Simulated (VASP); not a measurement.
Input of a VASP 6.6.1 run:

Contents of INCAR:

```
ALGO = Normal
EDIFF = 1E-7
ENCUT = 520
GGA = PE
ISIF = 2
ISMEAR = -1
LASPH = True
LCHARG = True
LELF = True
LREAL = False
LVHAR = True
LWAVE = False
NBANDS = 66
NELM = 80
PREC = Accurate
SIGMA = 0.05
```

The input KPOINTS:

```
k-points
0
Gamma
  2 2 1
```

The input POSCAR:

```
ZnO
1.0
    5.5339020000      0.0000000000      0.0000000000
   -2.7669510000      5.3469200000      0.0000000000
    0.0000000000      0.0000000000     17.3926410000
Zn O
6 6
Direct
    0.3333271894      0.0000000000      0.0574955810
    0.7309788591      0.5478107022      0.0094177762
    1.0581256632     -0.2025465128      0.1693129870
    1.0480183346      0.3650699842      0.0400111748
    0.7933584753      0.1210603488      0.2195756240
    0.4289710141      0.4955937250      0.1813008157
    0.4164853315      0.5897787885      0.0607843283
    0.6962182198      0.2540715028     -0.0091245487
    0.9723379900      0.8939164977      0.0511768167
    1.0339780970      0.4624344482      0.1881830367
    0.7512821104      0.7762412754      0.2169135786
    0.4150940018      0.1057805241      0.1644143635
```

Potentials or basis: VASP PAW PBE potentials, release 64 (Zn, O).

Run with:

```console
$ cat potpaw_PBE.64/Zn/POTCAR potpaw_PBE.64/O/POTCAR > POTCAR
$ mpirun -np 1 vasp_std > vasp.out
```

**Question.** Estimate the largest force.

**Answer.** 5.092 eV/Å.

**Question.** What does it give for the band gap on the k mesh?

**Answer.** 1.08 eV.

Forces on the atoms (eV/Å):
```
Zn   2.836  1.363 -1.358
Zn  -2.516  4.182  1.453
Zn   0.575 -0.259  0.444
Zn   0.570 -0.595  0.241
Zn  -0.683 -0.351 -1.494
Zn  -0.632 -0.302 -0.944
O   -0.523 -0.826 -0.312
O    1.301 -2.777  0.168
O   -0.789 -1.095 -0.710
O    1.149 -1.125  0.126
O   -1.636  1.099  1.238
O    0.349  0.685  1.148
```

Caveat: the k points lie up to 0.64 Å⁻¹ apart; the atoms stand as in a frame of molecular dynamics.
